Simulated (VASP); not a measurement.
Input of a VASP 6.6.1 run:

File INCAR:

```
  PREC = Accurate
  ENCUT = 520
  EDIFF = 1E-6
  ISMEAR = 0
  SIGMA = 0.1
  LREAL = False
  LASPH = True
  NELM = 150
  ALGO = Fast
  ISIF = 2
  LWAVE = False
  LCHARG = True
  ISPIN = 2
  MAGMOM = 0 -0.43 0 0
  LORBIT = 11
  LMAXMIX = 4
  GGA = PE
  LELF = True
  LVHAR = True
  NBANDS = 28
```

The input KPOINTS:

```
regular mesh
0
Gamma
  24 24 6
```

File POSCAR:

```
AlNi3
1.0
    2.6204992196      0.0000000000      0.0000000000
   -1.3102496098      2.2694188948      0.0000000000
    0.0000000000      0.0000000000      7.8470258161
Al Ni
1 3
Direct
    0.3333333333      0.6666666667      0.0000000000
    0.3333333333      0.6666666667      0.5000000000
    0.6666666667      0.3333333333      0.2447537539
    0.6666666667      0.3333333333      0.7552462461
```

Potentials or basis: VASP PAW PBE potentials, release 64 (Al, Ni).

The run is started by

```bash
$ cat potpaw_PBE.64/Al/POTCAR potpaw_PBE.64/Ni/POTCAR > POTCAR
$ mpirun -np 1 vasp_std > vasp.out
```

**Question.** What does it give for the net moment?

**Answer.** -0.43 μB per cell.

**Question.** Estimate the site moments.

**Answer.** Al +0.00; Ni -0.34, -0.06 (each value once) μB.

Stress tensor (GPa, compression positive):
```
0.20 0.00 0.00
0.00 0.20 0.00
0.00 0.00 0.05
```
